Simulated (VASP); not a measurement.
**GaN: relaxation of cell and atoms with PBEsol**

The system is GaN.

```
CELL_PARAMETERS angstrom
0.00000 2.43471 2.43471
2.43471 0.00000 2.43471
2.43471 2.43471 0.00000
ATOMIC_POSITIONS crystal
Ga 0.00000 0.00000 0.00000
N 0.25000 0.25000 0.25000
```

```
Program                : VASP 6.6.1
Task                   : relaxation of cell and atoms
Functional             : PBEsol
Potentials or basis    : VASP PAW PBE potentials, release 64 (Ga_d, N)
Cutoff                 : 600 eV
k mesh                 : 8 × 8 × 8
Occupations            : gaussian, width 0.1 eV
Spin                   : no spin polarisation
Dipole correction      : no
Further INCAR settings : ALGO = Normal; EDIFF = 1e-07; IBRION = 2; EDIFFG = -0.05; NSW = 80; ISIF = 3
```

* Relaxed volume: 11.38 Å³/atom
* Relaxed cell: a = 3.181 Å, b = 3.181 Å, c = 3.181 Å, α = 60.00°, β = 60.00°, γ = 60.00°
* Space group after relaxing (to 0.05 Å): F-43m (No. 216)
* Energy gained by relaxing: 317.3 meV/atom
* Ionic steps: 3
* Pressure after relaxing: -0.4 GPa
* Band gap on the k mesh: 1.72 eV, direct

Step by step:
| step | energy change (eV) | largest force (eV/Å) | pressure (GPa) | volume (Å³) |
| --- | --- | --- | --- | --- |
| 1 | 0.0000 | 0.0000 | -26.39 | 28.86 |
| 2 | -0.4011 | 0.0000 | 31.20 | 20.03 |
| 3 | -0.6346 | 0.0000 | -0.37 | 22.76 |

Final structure:
```
Ga N
1.0
     0.00000    2.24939    2.24939
     2.24939    0.00000    2.24939
     2.24939    2.24939    0.00000
Ga N
1 1
Cartesian
  0.0000 0.0000 0.0000
  1.1247 1.1247 1.1247
```

Levels at points of the mesh, in eV from the valence-band top:
| k point | band 5 | band 6 | band 7 | band 8 | band 9 | band 10 | band 11 | band 12 | band 13 |
| --- | --- | --- | --- | --- | --- | --- | --- | --- | --- |
| (0.00, 0.00, 0.00) | -13.08 | -13.08 | 0.00 | 0.00 | 0.00 | 1.72 | 10.24 | 10.24 | 10.24 |
| (0.50, 0.00, 0.00) | -13.03 | -11.83 | -7.15 | -0.99 | -0.99 | 4.60 | 8.66 | 10.29 | 10.29 |
| (0.50, 0.50, 0.00) | -13.00 | -11.40 | -6.20 | -2.75 | -2.75 | 3.23 | 6.59 | 11.62 | 13.94 |

Run time: 32 s on 1 thread of Intel(R) Xeon(R) Platinum 8488C (Sapphire Rapids), on a shared host, peak memory 0.17 GiB.

Caveat: the volume moved by over 15 % at a fixed basis, so the end points are rough; the PAW data sets were made with another functional, which shifts forces and pressure a little. As with any semilocal functional, this PBEsol gap is likely too small.
